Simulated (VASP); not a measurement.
Here is a VASP 6.6.1 calculation.

The input INCAR:

```
SYSTEM = Si
PREC = Accurate
ENCUT = 520
EDIFF = 1E-6
ISMEAR = -1
SIGMA = 0.05
LREAL = .False.
LASPH = .True.
NELM = 100
ALGO = Normal
ISIF = 2
LWAVE = .False.
LCHARG = .True.
GGA = PE
LELF = .True.
LVHAR = .True.
NBANDS = 11
```

File KPOINTS:

```
regular mesh
0
Gamma
  10 10 10
  0 0 0
```

POSCAR

```
Si
1.0
    0.0000000000      2.7144176166      2.7144176166
    2.7144176166      0.0000000000      2.7144176166
    2.7144176166      2.7144176166      0.0000000000
Si
2
Direct
   -0.1700000000     -0.1100000000     -0.1100000000
    0.1700000000      0.1100000000      0.1100000000
```

Potentials or basis: VASP PAW PBE potentials, release 64 (Si).

Run with:

```bash
$ cat potpaw_PBE.64/Si/POTCAR > POTCAR
$ mpirun -np 1 vasp_std > vasp.out
```

(1) What does it give for the band gap on the k mesh?

(2) Estimate the largest force.

(3) What does it give for the pressure?

Results:

(1) zero (bands 4 and 5 overlap by 0.70 eV).

(2) 5.519 eV/Å.

(3) 6.1 GPa.

Caveat: the cell differs from its parent crystal (shortest bond scaled by 0.88); the cell stands under pressure; semilocal functionals underestimate gaps, so a narrow gap can read as zero; forces of over 1 eV/Å act on the atoms, so gaps and moduli don't describe the material at rest.
